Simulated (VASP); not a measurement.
Input of a VASP 6.6.1 run:

Contents of INCAR:

```
SYSTEM = Pd
PREC = Accurate
ENCUT = 520
EDIFF = 1E-6
ISMEAR = -1
SIGMA = 0.05
LREAL = .FALSE.
LASPH = .TRUE.
NELM = 150
ALGO = Normal
ISIF = 2
LWAVE = .FALSE.
LCHARG = .FALSE.
ISPIN = 2
MAGMOM = 0.5 -0.5
LORBIT = 11
LMAXMIX = 4
GGA = B5
ALDAX = 1.0
AGGAX = 1.0
AGGAC = 1.0
ALDAC = 0.0
NBANDS = 21
```

The input KPOINTS:

```
Automatic mesh
0
G
  16 16 16
  0 0 0
```

File POSCAR:

```
Pd
1.0
    3.0705396779      0.0000000000      0.0000000000
    0.0000000000      3.0705396779      0.0000000000
    0.0000000000      0.0000000000      3.0705396779
Pd
2
Direct
    0.0000000000      0.0000000000      0.0000000000
    0.5000000000      0.5000000000      0.5000000000
```

Potentials or basis: VASP PAW PBE potentials, release 64 (Pd).

Run with:

```bash
$ cat potpaw_PBE.64/Pd/POTCAR > POTCAR
$ mpirun -np 1 vasp_std > vasp.out
```

(1) Estimate the band gap on the k mesh.

(2) What does it give for the net moment?

(3) Estimate the pressure.

## Answers

(1) zero (filled and empty bands overlap).

(2) 0.00 μB per cell.

(3) 24.7 GPa.

Caveat: the PAW data sets were made with another functional, which shifts forces and pressure a little.
